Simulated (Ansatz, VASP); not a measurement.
## Two plane-wave programs on CaO

```
CELL_PARAMETERS angstrom
0.00000 2.45350 2.45350
2.45350 0.00000 2.45350
2.45350 2.45350 0.00000
ATOMIC_POSITIONS crystal
Ca 0.00000 0.00000 0.00000
O 0.50000 0.50000 0.50000
```

Alike in both runs: task relaxation of cell and atoms; functional PBEsol; k mesh 8 × 8 × 8; occupations gaussian, width 0.1 eV; no spin polarisation.

|  | VASP | Ansatz |
| --- | --- | --- |
| version | VASP 6.6.1 | Ansatz 0.2.0 |
| potentials or method | VASP PAW PBE potentials, release 64 (Ca_sv, O), cutoff 600 eV | scalar-relativistic, plane waves, PAW |
| valence electrons in the cell | 16 | 16 |

```csv
,VASP,Ansatz,Ansatz less VASP
"gap on the k mesh at the Fermi level, each at its own relaxed structure (eV)",3.53,3.54,+0.017
relaxed volume (Å³/atom),13.60,13.54,-0.061
relaxed cell length with the largest relative difference (Å),3.376,3.371,-0.0051
```

VASP's potentials were made for PBE, not for PBEsol, and Ansatz warns of the same on its side.
